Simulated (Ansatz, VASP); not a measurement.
## Two plane-wave programs on ZnO

```
Zn O
1.0
     3.41653    0.00000    0.00000
    -1.70827    2.95880    0.00000
     0.00000    0.00000    4.47757
Zn O
2 2
Direct
  0.33333 0.66667 0.25000
  0.66667 0.33333 0.75000
  0.66667 0.33333 0.25000
  0.33333 0.66667 0.75000
```

Alike in both runs: task single point; functional PBE; k mesh 6 × 6 × 4; no spin polarisation.

```csv
,VASP,Ansatz
version,VASP 6.6.1,Ansatz 0.2.0
potentials or method,"VASP PAW PBE potentials, release 64 (Zn, O)",plane waves
plane-wave cutoff (eV),600,420
occupations,"gaussian, width 0.01 eV",fixed
valence electrons in the cell,36,36
```

```tsv
	VASP	Ansatz	Ansatz less VASP
gap on the k mesh at the Fermi level (eV)	1.00	1.02	+0.020
pressure (GPa)	7.4	6.5	-0.93
traceless stress, the component that is largest in VASP (GPa)	-0.48	-0.01	+0.472
```
